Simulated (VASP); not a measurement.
Set up this calculation in VASP 6.6.1, as the native input.

```
Task                   : single point
Functional             : PBE
Potentials or basis    : VASP PAW PBE potentials, release 64 (Co, Si)
Cutoff                 : 600 eV
k mesh                 : 6 × 6 × 6
Occupations            : gaussian, width 0.2 eV
Spin                   : no spin polarisation
Dipole correction      : no
Further INCAR settings : ALGO = Normal; EDIFF = 1e-06; NBANDS = 36
```

The structure of CoSi lies in POSCAR:

```
CoSi
1.0
    4.4308434880      0.0000000000      0.0000000000
    0.0000000000      4.4308434880      0.0000000000
    0.0000000000      0.0000000000      4.4308434880
Co Si
4 4
Direct
    0.1450204866      0.1450204866      0.1450204866
    0.3549795134      0.8549795134      0.6450204866
    0.6450204866      0.3549795134      0.8549795134
    0.8549795134      0.6450204866      0.3549795134
    0.8431592503      0.8431592503      0.8431592503
    0.6568407497      0.1568407497      0.3431592503
    0.3431592503      0.6568407497      0.1568407497
    0.1568407497      0.3431592503      0.6568407497
```

These files were run (other wordings do the same):

INCAR

```
PREC     = Accurate       # precision mode
ENCUT    = 600            # plane-wave cutoff, eV
EDIFF    = 1E-6           # SCF threshold, eV
ISMEAR   = 0              # smearing method
SIGMA    = 0.2            # smearing width, eV
LREAL    = F              # projectors in reciprocal space
LASPH    = T              # aspherical terms in the spheres
NELM     = 120            # most SCF steps
ALGO     = Normal         # electronic algorithm
ISIF     = 2              # what is computed and relaxed
LWAVE    = F              # write WAVECAR
LCHARG   = F              # write CHGCAR
GGA      = PE             # functional
NBANDS   = 36             # bands
GGA_COMPAT= F
```

KPOINTS

```
regular mesh
0
Gamma
  6 6 6
```

Potentials or basis: VASP PAW PBE potentials, release 64 (Co, Si).

Launch:

```console
$ cat potpaw_PBE.64/Co/POTCAR potpaw_PBE.64/Si/POTCAR > POTCAR
$ mpirun -np 1 vasp_std > vasp.out
```

It gave:

* Pressure: -0.1 GPa
* Band gap on the k mesh: zero (bands 26 and 27 overlap by 0.21 eV)

Caveat: the run has no spin polarisation, though such a crystal can be magnetic.

Wall time 58 s on 1 thread of AMD EPYC 9R45 96-Core Processor (Zen 5), with other jobs on the host, peak memory 0.21 GiB.
